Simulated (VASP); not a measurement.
# KI (Pm-3m) in VASP: dielectric tensor with PBEsol

Aim: the dielectric tensor of KI with PBEsol.

Everything below comes from runs of VASP 6.6.1. Logs are shortened: lines on timing, memory, paths and dates and some standing lists are left out, and cuts for length are marked.

### 1 The cell of the first run

Symmetry: Pm-3m, No. 221, cubic system. Conventional cell: a = 4.291 Å, b = 4.291 Å, c = 4.291 Å, α = 90.00°, β = 90.00°, γ = 90.00°. K (site symmetry m-3m) has 8 I at 3.72 Å and 6 K at 4.29 Å within 4.9 Å. Within 4.9 Å of I (site symmetry m-3m) lie 8 K at 3.72 Å and 6 I at 4.29 Å.

### 2 Dielectric tensor, PBEsol

Input file INCAR:

```
SYSTEM = KI
PREC     = Accurate       ! precision mode
ENCUT    = 400            ! plane-wave cutoff, eV
EDIFF    = 1E-8           ! SCF threshold, eV
ISMEAR   = 0              ! smearing method
SIGMA    = 0.01           ! smearing width, eV
LREAL    = .False.        ! projectors in reciprocal space
LASPH    = .True.         ! aspherical terms in the spheres
NELM     = 120            ! most SCF steps
ALGO     = Normal         ! electronic algorithm
ISIF     = 2              ! what is computed and relaxed
LWAVE    = .False.        ! write WAVECAR
LCHARG   = .False.        ! write CHGCAR
GGA      = PS             ! functional
LEPSILON = .True.         ! dielectric tensor by DFPT
GGA_COMPAT= .False.
```

Input file KPOINTS:

```
regular mesh
0
Gamma
  4 4 4
  0 0 0
```

Input file POSCAR:

```
KI
1.0
    4.2911970000      0.0000000000      0.0000000000
    0.0000000000      4.2911970000      0.0000000000
    0.0000000000      0.0000000000      4.2911970000
K I
1 1
Direct
    0.0000000000      0.0000000000      0.0000000000
    0.5000000000      0.5000000000      0.5000000000
```

Potentials or basis: VASP PAW PBE potentials, release 64 (K_sv, I).

Started as:

```
$ cat potpaw_PBE.64/K_sv/POTCAR potpaw_PBE.64/I/POTCAR > POTCAR
$ mpirun -np 1 vasp_std > vasp.out
```

OUTCAR:

```text
SYSTEM = KI
   PREC = Accurate
   ENCUT = 400
   EDIFF = 1E-8
   ISMEAR = 0
   LREAL = .False.
   LASPH = .True.
   NELM = 120
   ISIF = 2
   GGA = PS
   LEPSILON = .True.

 ion  position               nearest neighbor table
   1  0.000  0.000  0.000-
   2  0.500  0.500  0.500-

  LATTYP: Found a simple cubic cell.
 ALAT       =     4.2911970000

  Lattice vectors:

 A1 = (   4.2911970000,   0.0000000000,   0.0000000000)
 A2 = (   0.0000000000,   4.2911970000,   0.0000000000)
 A3 = (   0.0000000000,   0.0000000000,   4.2911970000)

Analysis of symmetry for initial positions (statically):
=====================================================================
 Subroutine PRICEL returns:
 Original cell was already a primitive cell.

 Routine SETGRP: Setting up the symmetry group for a
 simple cubic supercell.

 Subroutine GETGRP returns: Found 48 space group operations
 (whereof 48 operations were pure point group operations)
 out of a pool of 48 trial point group operations.

The static configuration has the point symmetry O_h .

Analysis of symmetry for dynamics (positions and initial velocities):
=====================================================================
 Subroutine PRICEL returns:
 Original cell was already a primitive cell.

 Routine SETGRP: Setting up the symmetry group for a
 simple cubic supercell.

 Subroutine GETGRP returns: Found 48 space group operations
 (whereof 48 operations were pure point group operations)
 out of a pool of 48 trial point group operations.

The dynamic configuration has the point symmetry O_h .

 Subroutine INISYM returns: Found 48 space group operations
 (whereof 48 operations are pure point group operations),
 and found     1 'primitive' translations

----------------------------------------------------------------------------------------

                                     Primitive cell

  volume of cell :      79.0197

[... 285 lines left out ...]
      direct lattice vectors                 reciprocal lattice vectors
     4.291197000  0.000000000  0.000000000     0.233035211  0.000000000  0.000000000
     0.000000000  4.291197000  0.000000000     0.000000000  0.233035211  0.000000000
     0.000000000  0.000000000  4.291197000     0.000000000  0.000000000  0.233035211

 POSITION                                       TOTAL-FORCE (eV/Angst)
 -----------------------------------------------------------------------------------
      0.00000      0.00000      0.00000         0.000000      0.000000      0.000000
      2.14560      2.14560      2.14560         0.000000      0.000000      0.000000
 -----------------------------------------------------------------------------------
    total drift:                               -0.000000      0.000000      0.000000

  FREE ENERGIE OF THE ION-ELECTRON SYSTEM (eV)
  ---------------------------------------------------
  free  energy   TOTEN  =        -5.7130820103 eV

  energy  without entropy=       -5.7130820103  energy(sigma->0) =       -5.71308201

 HEAD OF MICROSCOPIC STATIC DIELECTRIC TENSOR (INDEPENDENT PARTICLE, excluding Hartree and local field effects)
 ------------------------------------------------------
           3.898847    -0.000000     0.000000
           0.000000     3.898847    -0.000000
           0.000000    -0.000000     3.898847
 ------------------------------------------------------

 Free energy of the ion-electron system (eV)
  ---------------------------------------------------
  ---------------------------------------------------
  free energy    TOTEN  =        -0.61754145 eV

  energy without entropy =       -0.61754145

------------------------ aborting loop because EDIFF is reached ----------------------------------------

--------------------------------------- Ionic step        2  -------------------------------------------

------------------------ aborting loop because EDIFF is reached ----------------------------------------

--------------------------------------- Ionic step        3  -------------------------------------------

 Free energy of the ion-electron system (eV)
  ---------------------------------------------------
  ---------------------------------------------------
  free energy    TOTEN  =        -0.61754132 eV

  energy without entropy =       -0.61754132

------------------------ aborting loop because EDIFF is reached ----------------------------------------

 PIEZOELECTRIC TENSOR FIELD DIRECTION 3  (e Angst)
 -----------------------------------------------------------------------------
    -0.00017  0.00000  0.00000           ( -0.00000  0.00000 -0.00000)
     0.00000 -0.00017 -0.00000           (  0.00000 -0.00000  0.00000)
    -0.00000 -0.00000 -0.00040           ( -0.00000  0.00000  0.00003)

 PIEZOELECTRIC TENSOR FIELD DIRECTION 3  (C/m^2)
 -----------------------------------------------------------------------------
    -0.00004  0.00000  0.00000
     0.00000 -0.00004 -0.00000
    -0.00000 -0.00000 -0.00008

 MACROSCOPIC STATIC DIELECTRIC TENSOR (including local field effects in DFT)
 ------------------------------------------------------
           3.490829    -0.000000    -0.000000
          -0.000000     3.490829     0.000000
           0.000000    -0.000000     3.490829
 ------------------------------------------------------

 PIEZOELECTRIC TENSOR (including local field effects)  for field in x, y, z        (e  Angst)
          XX          YY          ZZ          XY          YZ          ZX
  --------------------------------------------------------------------------------
  x     0.00000     0.00000     0.00000     0.00000     0.00000     0.00000
  y     0.00000     0.00000     0.00000     0.00000     0.00000     0.00000
  z     0.00000     0.00000     0.00000     0.00000     0.00000     0.00000

 PIEZOELECTRIC TENSOR (including local field effects)  for field in x, y, z        (C/m^2)
          XX          YY          ZZ          XY          YZ          ZX
  --------------------------------------------------------------------------------
  x     0.00000     0.00000     0.00000     0.00000     0.00000     0.00000
  y     0.00000     0.00000     0.00000     0.00000     0.00000     0.00000
  z     0.00000     0.00000     0.00000     0.00000     0.00000     0.00000

 BORN EFFECTIVE CHARGES (including local field effects) (in |e|, cummulative output)
 ---------------------------------------------------------------------------------
 ion    1
    1     1.32968     0.00000     0.00000
    2     0.00000     1.32968    -0.00000
    3    -0.00000     0.00000     1.32968
 ion    2
    1    -1.32968     0.00000    -0.00000
    2    -0.00000    -1.32968     0.00000
    3     0.00000     0.00000    -1.32968
```

OSZICAR:

```text
[... 13 lines left out ...]
RMM:  12    -0.617547749969E+00   -0.39705E-05    0.90552E-05   915   0.231E-03    0.680E-04
RMM:  13    -0.617544591103E+00    0.31589E-05    0.42460E-05   849   0.124E-03    0.345E-04
RMM:  14    -0.617541995123E+00    0.25960E-05    0.31651E-05   773   0.727E-04    0.286E-05
RMM:  15    -0.617542979540E+00   -0.98442E-06    0.15844E-05   642   0.410E-04    0.188E-04
RMM:  16    -0.617542664267E+00    0.31527E-06    0.93385E-06   520   0.241E-04    0.172E-04
RMM:  17    -0.617541830533E+00    0.83373E-06    0.42474E-06   510   0.166E-04    0.827E-05
RMM:  18    -0.617541412180E+00    0.41835E-06    0.34352E-06   486   0.121E-04    0.329E-05
RMM:  19    -0.617541427168E+00   -0.14987E-07    0.15926E-06   356   0.903E-05    0.216E-05
RMM:  20    -0.617541320252E+00    0.10692E-06    0.94392E-07   361   0.772E-05    0.762E-06
```

stdout:

```text
POSCAR found type information on POSCAR K I
 POSCAR found :  2 types and       2 ions
 scaLAPACK will be used
 -----------------------------------------------------------------------------
|                                                                             |
|                                                                             |
|     You enforced a specific xc type in the INCAR file but a different       |
[... 28 lines left out ...]
  Direction:   1
 dielectric tensor                  component  1 :     3.491    -0.081     0.043
 Linear response to external field, progress :
  Direction:   2
 dielectric tensor                  component  2 :    -0.081     3.491     0.043
 Linear response to external field, progress :
  Direction:   3
 dielectric tensor                  component  3 :    -0.008    -0.031     3.491
 Born effective charges drift removed
```

Wall time 80 s (1 thread of Intel Xeon 6975P-C (Granite Rapids), shared host); peak memory 0.17 GiB.

Results:

```yaml
Band_gap_on_the_k_mesh: 3.18 eV (least direct gap 3.55 eV)
Electronic_dielectric_tensor_diagonal: 3.49
Born_charges_mean_of_the_diagonal: K +1.33; I -1.33 e
```

Levels at points of the mesh, in eV from the valence-band top:
| k point | band 5 | band 6 | band 7 | band 8 | band 9 | band 10 | band 11 | band 12 |
| --- | --- | --- | --- | --- | --- | --- | --- | --- |
| (0.00, 0.00, 0.00) | -11.20 | -0.37 | -0.37 | -0.37 | 3.18 | 4.66 | 4.66 | 8.38 |
| (0.50, 0.00, 0.00) | -10.88 | -2.33 | -0.29 | -0.29 | 5.33 | 6.09 | 6.95 | 6.96 |
| (0.50, 0.50, 0.00) | -10.85 | -1.74 | -1.74 | 0.00 | 3.81 | 5.60 | 6.75 | 6.75 |
| (0.50, 0.50, 0.50) | -10.67 | -1.68 | -1.68 | -1.68 | 5.51 | 5.51 | 5.51 | 8.82 |

Electronic dielectric tensor:
```
3.49 0.00 0.00
0.00 3.49 0.00
0.00 0.00 3.49
```

Born effective charge tensors (e):
atom 1, K
```
1.33 0.00 0.00
0.00 1.33 0.00
0.00 0.00 1.33
```
atom 2, I
```
-1.33  0.00  0.00
 0.00 -1.33  0.00
 0.00  0.00 -1.33
```

Caveat: spin-orbit coupling is left out, which moves the levels of the heavy elements.
